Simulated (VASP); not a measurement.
# Zn (R-3m) in VASP: notebook

Runs on Zn. Level: PBE. Tasks: single point.

Everything below comes from runs of VASP 6.6.1. Logs are shortened: lines on timing, memory, paths and dates and some standing lists are left out, and cuts for length are marked.

**1. The cell of the first run**

It takes space group R-3m (No. 166, trigonal). Conventional cell: a = 3.332 Å, b = 3.332 Å, c = 5.488 Å, α = 90.00°, β = 90.00°, γ = 120.00°. Zn (site symmetry -3m) has 12 Zn at 2.65 to 3.33 Å within 3.5 Å.

**2. Single point, PBE (17.58 Å³/atom)**

INCAR

```
SYSTEM = Zn
ALGO = Fast ; EDIFF = 1E-6
ENCUT = 520 ; GGA = PE
ISIF = 2 ; ISMEAR = 0
LASPH = .TRUE. ; LCHARG = .TRUE.
LELF = .TRUE. ; LREAL = .FALSE.
LVHAR = .TRUE. ; LWAVE = .FALSE.
NBANDS = 12 ; NELM = 100
PREC = Accurate ; SIGMA = 0.15
```

KPOINTS

```
k-points
0
G
  22 22 22
  0 0 0
```

POSCAR

```
Zn
1.0
   -0.5143515758      1.8414571683      1.8414571683
    1.8414571683     -0.5143515758      1.8414571683
    1.8414571683      1.8414571683     -0.5143515758
Zn
1
Direct
    0.0000000000      0.0000000000      0.0000000000
```

Potentials or basis: VASP PAW PBE potentials, release 64 (Zn).

The run is started by

```bash
$ cat potpaw_PBE.64/Zn/POTCAR > POTCAR
$ mpirun -np 1 vasp_std > vasp.out
```

OUTCAR:

```text
SYSTEM = Zn
   EDIFF = 1E-6
   ENCUT = 520
   GGA = PE
   ISIF = 2
   ISMEAR = 0
   LASPH = .TRUE.
   LREAL = .FALSE.
   NELM = 100
   PREC = Accurate

 ion  position               nearest neighbor table
   1  0.000  0.000  0.000-

  LATTYP: Found a trigonal (rhomboedric) cell.
 ALAT       =     2.6545219059
 COS(alpha) =     0.2123968732

  Lattice vectors:

 A1 = (  -0.5143515758,   1.8414571683,   1.8414571683)
 A2 = (   1.8414571683,  -0.5143515758,   1.8414571683)
 A3 = (   1.8414571683,   1.8414571683,  -0.5143515758)

Analysis of symmetry for initial positions (statically):
=====================================================================
 Subroutine PRICEL returns:
 Original cell was already a primitive cell.

 Routine SETGRP: Setting up the symmetry group for a
 trigonal (rhombohedral) supercell.

 Subroutine GETGRP returns: Found 12 space group operations
 (whereof 12 operations were pure point group operations)
 out of a pool of 12 trial point group operations.

The static configuration has the point symmetry D_3d.

Analysis of symmetry for dynamics (positions and initial velocities):
=====================================================================
 Subroutine PRICEL returns:
 Original cell was already a primitive cell.

 Routine SETGRP: Setting up the symmetry group for a
 trigonal (rhombohedral) supercell.

 Subroutine GETGRP returns: Found 12 space group operations
 (whereof 12 operations were pure point group operations)
 out of a pool of 12 trial point group operations.

The dynamic configuration has the point symmetry D_3d.

 Subroutine INISYM returns: Found 12 space group operations
 (whereof 12 operations are pure point group operations),
 and found     1 'primitive' translations

----------------------------------------------------------------------------------------

                                     Primitive cell

  volume of cell :      17.5850

  direct lattice vectors                    reciprocal lattice vectors
    -0.514351576  1.841457168  1.841457168    -0.177788283  0.246694393  0.246694393
     1.841457168 -0.514351576  1.841457168     0.246694393 -0.177788283  0.246694393
     1.841457168  1.841457168 -0.514351576     0.246694393  0.246694393 -0.177788283

  length of vectors
     2.654521906  2.654521906  2.654521906     0.391567262  0.391567262  0.391567262

  position of ions in fractional coordinates (direct lattice)
     0.000000000  0.000000000  0.000000000

  ion indices of the primitive-cell ions
   primitive index   ion index
                 1           1

----------------------------------------------------------------------------------------

 KPOINTS: k-points

Automatic generation of k-mesh.
 Grid dimensions read from file:
 generate k-points for:   22   22   22

 Generating k-lattice:

  Cartesian coordinates                     Fractional coordinates (reciprocal lattice)
    -0.008081286  0.011213381  0.011213381     0.045454545  0.000000000  0.000000000
     0.011213381 -0.008081286  0.011213381     0.000000000  0.045454545  0.000000000
     0.011213381  0.011213381 -0.008081286     0.000000000  0.000000000  0.045454545

  Length of vectors
     0.017798512  0.017798512  0.017798512

  Shift w.r.t. Gamma in fractional coordinates (k-lattice)
     0.000000000  0.000000000  0.000000000

 Subroutine IBZKPT returns following result:
 ===========================================

 Found   1024 irreducible k-points:

 Following reciprocal coordinates:
            Coordinates               Weight
  0.000000  0.000000  0.000000      1.000000
  0.045455  0.000000  0.000000      6.000000
  0.090909  0.000000  0.000000      6.000000
  0.136364  0.000000  0.000000      6.000000
  0.181818  0.000000  0.000000      6.000000
  0.227273  0.000000  0.000000      6.000000
[... 16 lines left out ...]
  0.500000  0.045455  0.000000     12.000000
 -0.454545  0.045455  0.000000     12.000000
 [... further k-points ...]
   k-points           NKPTS =   1024   k-points in BZ     NKDIM =   1024   number of bands    NBANDS=     12
   number of dos      NEDOS =    301   number of ions     NIONS =      1
   total plane-waves  NPLWV =   8000
   dimension x,y,z NGX =    20 NGY =   20 NGZ =   20
   dimension x,y,z NGXF=    40 NGYF=   40 NGZF=   40
   ions per type =               1
   NGX,Y,Z   is equivalent  to a cutoff of  12.53, 12.53, 12.53 a.u.
   NGXF,Y,Z  is equivalent  to a cutoff of  25.05, 25.05, 25.05 a.u.
 SYSTEM =  Zn
   PREC   = accura    normal or accurate (medium, high low for compatibility)
   ISTART =      0    job   : 0-new  1-cont  2-samecut
   ICHARG =      2    charge: 1-file 2-atom 10-const
   ISPIN  =      1    spin polarized calculation?
   LNONCOLLINEAR =      F non collinear calculations
   LSORBIT =      F    spin-orbit coupling
   LASPH  =      T    aspherical Exc in radial PAW
   ENCUT  =  520.0 eV  38.22 Ry    6.18 a.u.   4.94  4.94  4.94*2*pi/ulx,y,z
   NELM   =    100;   NELMIN=  2; NELMDL= -5     # of ELM steps
   EDIFF  = 0.1E-05   stopping-criterion for ELM
   LREAL  =      F    real-space projection
   EDIFFG = 0.1E-04   stopping-criterion for IOM
   NSW    =      0    number of steps for IOM
   IBRION =     -1    ionic relax: 0-MD 1-quasi-New 2-CG
   NFREE  =      0    steps in history (QN), initial steepest desc. (CG)
   ISIF   =      2    stress and relaxation
   ISYM   =      2    0-nonsym 1-usesym 2-fastsym
   POTIM  = 0.5000    time-step for ionic-motion
   TEBEG  =    0.0;   TEEND  =   0.0 temperature during run
   PSTRESS=    0.0 pullay stress
   NELECT =      12.0000    total number of electrons
   NUPDOWN=      -1.0000    fix difference up-down
   EMIN   =  10.00;   EMAX   =-10.00  energy-range for DOS
   EFERMI =   0.00;   METHOD = LEGACY
   ISMEAR =     0;   SIGMA  =   0.15  broadening in eV -4-tet -1-fermi 0-gaus
   EFERMI_NEDOS =   21; number of points for ismear=-14 and -15
   IALGO  =     68    algorithm
   IMIX   =      4    mixing-type and parameters
     AMIX     =   0.40;   BMIX     =  1.00
     AMIX_MAG =   1.60;   BMIX_MAG =  1.00
  volume/ion in A,a.u.               =      17.58       118.67
  Fermi-wavevector in a.u.,A,eV,Ry     =   1.441300  2.723662 28.264013  2.077346
  Thomas-Fermi vector in A             =   2.559948
   LORBIT       =      0    0 simple, 1 ext, 2 COOP (PROOUT), +10 PAW based schemes
   GGA     = PE    functional components
   LHFCALC =     F    Hartree Fock is set to
   AEXX    =    0.0000 exact exchange contribution
   IVDW    =     0    specifies the selected vdW correction
   LEPSILON=     F    determine dielectric tensor
   LRPA    =     F    only Hartree local field effects (RPA)
 non-spin polarized calculation
 RMM-DIIS sequential band-by-band and
 Gauss-broadening in eV      SIGMA  =   0.15
  energy-cutoff  :      520.00
  volume of cell :       17.58
 maximum number of plane-waves:       495
   NGX =  9   NGY =  9   NGZ =  9

 number of electron      11.9999988 magnetization

 Free energy of the ion-electron system (eV)
  ---------------------------------------------------
  ext. energy  EPLUGINS =         0.00000000
  ---------------------------------------------------
  free energy    TOTEN  =        -0.95052827 eV

  energy without entropy =       -0.94652587  energy(sigma->0) =       -0.94852707

 E-fermi :   1.9727     XC(G=0): -10.7648

 val. band max:        1.9706719594   @ k =   0.5000   0.5000   0.1364
 cond. band min:       1.9750673045   @ k =   0.4545   0.1364   0.0909
 fundamental gap:      0.0043953451
 Fermi energy:         1.9727472718

 k-point     1 :       0.0000    0.0000    0.0000
  band No.  band energies     occupation
      1      -7.1907      2.00000
      2      -5.7644      2.00000
      3      -5.7644      2.00000
      4      -4.8249      2.00000
      5      -4.8249      2.00000
      6      -4.8173      2.00000
      7      15.0636      0.00000
      8      15.0636      0.00000
      9      15.7522      0.00000
     10      18.1708      0.00000
     11      18.1708      0.00000
     12      20.8817      0.00000

 k-point     2 :       0.0455    0.0000    0.0000
  band No.  band energies     occupation
      1      -7.1424      2.00000
      2      -5.7625      2.00000
      3      -5.7545      2.00000
      4      -4.8300      2.00000
      5      -4.8265      2.00000
      6      -4.8193      2.00000
      7      14.2957      0.00000
      8      15.0747      0.00000
      9      15.5980      0.00000
     10      18.2508      0.00000
     11      18.9292      0.00000
     12      21.1992      0.00000

 k-point     3 :       0.0909    0.0000    0.0000
  band No.  band energies     occupation
      1      -6.9995      2.00000
      2      -5.7570      2.00000
      3      -5.7237      2.00000
      4      -4.8449      2.00000
      5      -4.8344      2.00000
      6      -4.8213      2.00000
      7      12.6798      0.00000
      8      15.1110      0.00000
      9      15.6209      0.00000
     10      18.4868      0.00000
     11      19.8124      0.00000
     12      22.3615      0.00000
[... 286 lines left out ...]
 k-point    23 :       0.5000    0.0455    0.0000
  band No.  band energies     occupation
      1      -5.8111      2.00000
      2      -5.7040      2.00000
      3      -5.0371      2.00000
      4      -4.8867      2.00000
      5      -4.8235      2.00000
      6      -0.8461      2.00000
      7      -0.4687      2.00000
      8      16.2432      0.00000
      9      17.0027      0.00000
     10      20.2572      0.00000
     11      21.8793      0.00000
     12      24.5493      0.00000

 k-point    24 :      -0.4545    0.0455    0.0000
  band No.  band energies     occupation
      1      -5.8160      2.00000
      2      -5.7054      2.00000
      3      -5.0304      2.00000
      4      -4.8854      2.00000
      5      -4.8247      2.00000
      6      -1.5544      2.00000
      7       0.3014      2.00000
      8      15.7352      0.00000
      9      17.1196      0.00000
     10      20.3607      0.00000
     11      22.3165      0.00000
     12      25.0427      0.00000

 [... further k-points ...]

------------------------ aborting loop because EDIFF is reached ----------------------------------------

  FORCE on cell =-STRESS in cart. coord.  units (eV):
  Direction    XX          YY          ZZ          XY          YZ          ZX
  --------------------------------------------------------------------------------------
  -------------------------------------------------------------------------------------
  Total       -0.1177279     -0.1177279     -0.1177279      0.2082011      0.2082011      0.2082011
  in kB      -10.7262428    -10.7262428    -10.7262428     18.9692986     18.9692986     18.9692986
  external PRESSURE =     -10.7262428 kB  Pullay stress =       0.0000000 kB

 VOLUME and BASIS-vectors are now :
 -----------------------------------------------------------------------------
  energy-cutoff  :      520.00
  volume of cell :       17.58
      direct lattice vectors                 reciprocal lattice vectors
    -0.514351576  1.841457168  1.841457168    -0.177788283  0.246694393  0.246694393
     1.841457168 -0.514351576  1.841457168     0.246694393 -0.177788283  0.246694393
     1.841457168  1.841457168 -0.514351576     0.246694393  0.246694393 -0.177788283

 POSITION                                       TOTAL-FORCE (eV/Angst)
 -----------------------------------------------------------------------------------
      0.00000      0.00000      0.00000        -0.000000      0.000000      0.000000
 -----------------------------------------------------------------------------------
    total drift:                                0.000000      0.000000      0.000000

  FREE ENERGIE OF THE ION-ELECTRON SYSTEM (eV)
  ---------------------------------------------------
  free  energy   TOTEN  =        -0.9505282668 eV

  energy  without entropy=       -0.9465258701  energy(sigma->0) =       -0.94852707
```

Run time: 2.1 min. Hardware: 1 thread of Intel Xeon Platinum 8259CL at 2.50GHz (Skylake/Cascade Lake), shared host; peak memory 0.3 GiB.

What came out:

* Free energy: -0.9505 eV
* Pressure: -1.1 GPa
* Band gap on the k mesh: zero (bands 6 and 7 overlap by 5.03 eV)

Stress tensor (GPa, compression positive):
```
-1.07  1.90  1.90
 1.90 -1.07  1.90
 1.90  1.90 -1.07
```

**3. Single point, PBE (17.58 Å³/atom)**

INCAR

```
SYSTEM = Zn
PREC     = Accurate       ! precision mode
ENCUT    = 520            ! plane-wave cutoff, eV
EDIFF    = 1E-7           ! SCF threshold, eV
ISMEAR   = 0              ! smearing method
SIGMA    = 0.15           ! smearing width, eV
LREAL    = .FALSE.        ! projectors in reciprocal space
LASPH    = .TRUE.         ! aspherical terms in the spheres
NELM     = 100            ! most SCF steps
ALGO     = Fast           ! electronic algorithm
ISIF     = 2              ! what is computed and relaxed
LWAVE    = .FALSE.        ! write WAVECAR
LCHARG   = .FALSE.        ! write CHGCAR
GGA      = PE             ! functional
NBANDS   = 12             ! bands
```

KPOINTS

```
Automatic mesh
0
G
  22 22 22
  0 0 0
```

POSCAR

```
Zn
1.0
    0.5870902099      2.3953762774      2.3953762774
    2.3953762774      0.5870902099      2.3953762774
    2.3953762774      2.3953762774      0.5870902099
Zn
1
Direct
    0.0000000000      0.0000000000      0.0000000000
```

Potentials or basis: VASP PAW PBE potentials, release 64 (Zn).

The run is started by

```bash
$ cat potpaw_PBE.64/Zn/POTCAR > POTCAR
$ mpirun -np 1 vasp_std > vasp.out
```

Wall time 6.6 min (1 thread of Intel Xeon Platinum 8259CL at 2.50GHz (Skylake/Cascade Lake), shared host); peak memory 0.33 GiB.

It converged, with:

- Free energy: -1.0415 eV
- Pressure: 0.0 GPa
- Band gap on the k mesh: zero (bands 6 and 7 overlap by 6.06 eV)

Stress tensor (GPa, compression positive):
```
-0.01 -2.16 -2.16
-2.16 -0.01 -2.16
-2.16 -2.16 -0.01
```

Levels at points of the mesh, in eV from the Fermi level:
```
           k point  band 3  band 4  band 5  band 6  band 7  band 8  band 9  band 10
(0.00, 0.00, 0.00)   -7.41   -7.41   -6.85   -6.85    5.85    9.88   22.53    22.53
(0.50, 0.00, 0.00)   -7.03   -7.00   -6.49   -1.41    0.67    9.14   12.60    15.39
(0.50, 0.50, 0.00)   -6.94   -6.86   -6.49   -0.50    2.07    5.47    8.84    13.12
(0.50, 0.50, 0.50)   -7.42   -6.82   -6.82   -5.25   -3.39   21.28   21.28    21.76
```

**4. Single point, PBE (17.58 Å³/atom)**

INCAR

```
SYSTEM = Zn
PREC = Accurate
ENCUT = 520
EDIFF = 1E-7
ISMEAR = 0
SIGMA = 0.15
LREAL = .FALSE.
LASPH = .TRUE.
NELM = 100
ALGO = Fast
ISIF = 2
LWAVE = .FALSE.
LCHARG = .FALSE.
GGA = PE
NBANDS = 12
```

KPOINTS is that of step 3.

POSCAR

```
Zn
1.0
    0.2825752321      2.2144934094      2.2144934094
    2.2144934094      0.2825752321      2.2144934094
    2.2144934094      2.2144934094      0.2825752321
Zn
1
Direct
    0.0000000000      0.0000000000      0.0000000000
```

The run is started by

```bash
$ cat potpaw_PBE.64/Zn/POTCAR > POTCAR
$ mpirun -np 1 vasp_std > vasp.out
```

Wall time 2.4 min (1 thread of Intel Xeon Platinum 8259CL at 2.50GHz (Skylake/Cascade Lake), shared host); peak memory 0.31 GiB.

The run converged. Its results:

| Property | Result |
| --- | --- |
| Free energy | -1.0485 eV |
| Pressure | -5.7 GPa |
| Band gap on the k mesh | zero (bands 6 and 7 overlap by 4.83 eV) |

Stress tensor (GPa, compression positive):
```
-5.66  0.71  0.71
 0.71 -5.66  0.71
 0.71  0.71 -5.66
```

Levels at points of the mesh, in eV from the Fermi level:
```csv
k point,band 4,band 5,band 6,band 7,band 8,band 9
"(0.00, 0.00, 0.00)",-7.27,-6.93,-6.93,10.44,14.13,19.05
"(0.50, 0.00, 0.00)",-6.91,-6.63,-1.87,-0.60,10.97,14.12
"(0.50, 0.50, 0.00)",-6.77,-6.62,-0.56,1.43,6.00,9.65
"(0.50, 0.50, 0.50)",-6.82,-6.82,-3.73,-3.09,17.16,17.16
```

Caveat: the cell stands under tension.

**5. Single point, PBE (17.59 Å³/atom)**

INCAR

```
PREC = Accurate
ENCUT = 520
EDIFF = 1E-6
ISMEAR = 0
SIGMA = 0.15
LREAL = False
LASPH = True
NELM = 100
ALGO = Fast
ISIF = 2
LWAVE = False
LCHARG = False
GGA = PE
NBANDS = 12
```

KPOINTS

```
regular mesh
0
Gamma
  22 22 22
```

POSCAR

```
Zn
1.0
    0.9176174556      2.6102222065      2.6102222065
    2.6102222065      0.9176174556      2.6102222065
    2.6102222065      2.6102222065      0.9176174556
Zn
1
Direct
    0.0000000000      0.0000000000      0.0000000000
```

The run is started by

```bash
$ cat potpaw_PBE.64/Zn/POTCAR > POTCAR
$ mpirun -np 1 vasp_std > vasp.out
```

Run time: 4.4 min. Hardware: 1 thread of Intel Xeon Platinum 8259CL at 2.50GHz (Skylake/Cascade Lake), shared host; peak memory 0.33 GiB.

It converged, with:

* Free energy: -0.8141 eV
* Pressure: 13.0 GPa
* Band gap on the k mesh: zero (bands 6 and 7 overlap by 6.58 eV)

Stress tensor (GPa, compression positive):
```
13.00 -9.20 -9.20
-9.20 13.00 -9.20
-9.20 -9.20 13.00
```

Levels at points of the mesh, in eV from the Fermi level:
```
           k point  band 3  band 4  band 5  band 6  band 7  band 8  band 9  band 10
(0.00, 0.00, 0.00)   -7.75   -7.72   -6.91   -6.91    2.41    6.74   24.90    26.59
(0.50, 0.00, 0.00)   -7.13   -7.12   -6.46   -1.15    2.05    8.30   11.51    16.55
(0.50, 0.50, 0.00)   -7.11   -7.04   -6.46   -0.67    2.94    5.84    8.77    16.11
(0.50, 0.50, 0.50)   -7.75   -6.91   -6.91   -6.37   -3.49   18.28   20.89    24.52
```

Caveat: the cell stands under pressure.

**6. Single point, PBE (17.59 Å³/atom)**

INCAR

```
SYSTEM = Zn
  PREC = Accurate
  ENCUT = 520
  EDIFF = 1E-6
  ISMEAR = 0
  SIGMA = 0.15
  LREAL = .FALSE.
  LASPH = .TRUE.
  NELM = 100
  ALGO = Fast
  ISIF = 2
  LWAVE = .FALSE.
  LCHARG = .FALSE.
  GGA = PE
  NBANDS = 12
```

KPOINTS

```
regular mesh
0
G
  22 22 22
  0 0 0
```

POSCAR

```
Zn
1.0
   -0.7525351817      1.7643048909      1.7643048909
    1.7643048909     -0.7525351817      1.7643048909
    1.7643048909      1.7643048909     -0.7525351817
Zn
1
Direct
    0.0000000000      0.0000000000      0.0000000000
```

Potentials or basis: VASP PAW PBE potentials, release 64 (Zn).

The run is started by

```bash
$ cat potpaw_PBE.64/Zn/POTCAR > POTCAR
$ mpirun -np 1 vasp_std > vasp.out
```

Run time: 1.8 min. Hardware: 1 thread of Intel Xeon Platinum 8259CL at 2.50GHz (Skylake/Cascade Lake), shared host; peak memory 0.3 GiB.

Results (log left out):

```
Free energy            : -0.8875 eV
Pressure               : 1.6 GPa
Band gap on the k mesh : zero (bands 6 and 7 overlap by 7.07 eV)
```

Stress tensor (GPa, compression positive):
```
1.64 0.83 0.83
0.83 1.64 0.83
0.83 0.83 1.64
```

Levels at points of the mesh, in eV from the Fermi level:
| k point | band 2 | band 3 | band 4 | band 5 | band 6 | band 7 | band 8 | band 9 | band 10 | band 11 |
| --- | --- | --- | --- | --- | --- | --- | --- | --- | --- | --- |
| (0.00, 0.00, 0.00) | -7.93 | -7.93 | -6.75 | -6.75 | -6.73 | 12.53 | 12.53 | 12.78 | 15.54 | 15.54 |
| (0.50, 0.00, 0.00) | -7.76 | -7.09 | -7.05 | -6.72 | -2.85 | -2.82 | 16.57 | 16.63 | 19.34 | 20.41 |
| (0.50, 0.50, 0.00) | -7.64 | -7.03 | -7.01 | -6.46 | 0.83 | 2.12 | 2.59 | 6.45 | 20.23 | 23.65 |
| (0.50, 0.50, 0.50) | -7.63 | -7.63 | -6.44 | -6.44 | 4.19 | 6.41 | 6.41 | 8.34 | 11.31 | 11.35 |

**7. Overview**

```csv
cell,further INCAR settings,gap on the mesh (eV),pressure (GPa)
"a = 2.655 Å, angles 77.7°, 1 atom",ALGO = Fast; EDIFF = 1e-06; NBANDS = 12,none,-1.1
"a = 3.438 Å, angles 43.7°, 1 atom",ALGO = Fast; EDIFF = 1e-07; NBANDS = 12,none,0.0
"a = 3.144 Å, angles 51.5°, 1 atom",ALGO = Fast; EDIFF = 1e-07; NBANDS = 12,none,-5.7
"a = 3.804 Å, angles 36.7°, 1 atom",ALGO = Fast; EDIFF = 1e-06; NBANDS = 12,none,13.0
"a = 2.606 Å, angles 86.1°, 1 atom",ALGO = Fast; EDIFF = 1e-06; NBANDS = 12,none,1.6
```

Alike in all rows: task single point; level PBE; potentials or basis VASP PAW PBE potentials, release 64 (Zn); no spin polarisation; k mesh 22 × 22 × 22; cutoff (eV) 520; smearing gaussian 0.15 eV.

Caveats: the cell stands under tension (at least some runs); the cell stands under pressure (at least some runs).

Absolute energies hang on the potentials; compare differences alone.
